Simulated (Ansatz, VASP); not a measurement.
# AgRh: VASP beside Ansatz

```
Ag Rh
1.0
     2.77759    0.00000    0.00000
    -1.38879    2.40546    0.00000
     0.00000    0.00000    4.80860
Ag Rh
1 1
Direct
  0.00000 0.00000 0.50000
  0.66667 0.33333 0.00000
```

Alike in both runs: functional PBE; k mesh 6 × 6 × 3; occupations fermi-dirac, width 0.05 eV; no spin polarisation.

|  | VASP | Ansatz |
| --- | --- | --- |
| version | VASP 6.6.1 | Ansatz 0.2.0 |
| potentials or method | VASP PAW PBE potentials, release 64 (Ag, Rh_pv) | Ansatz PAW |
| plane-wave cutoff (eV) | 520 | 420 |
| valence electrons in the cell | 26 | 36 |
| task | single point | band structure |

Ansatz gave:

- gap on the k mesh at the Fermi level (eV): none
- pressure (GPa): -2.0
- traceless stress, the component that is largest in VASP (GPa): 0.32

Q: What did VASP give for the same quantities?

A: gap on the k mesh at the Fermi level (eV): none; pressure (GPa): -2.1; traceless stress, the component that is largest in VASP (GPa): 0.32.

A gap of «none» marks a metal or a gap that the smearing closes. VASP's potentials hold 26 valence electrons a cell and Ansatz's 36, so a difference there can come from the potentials and not from the codes.

The k mesh is coarse, so the values compare programs but aren't converged.
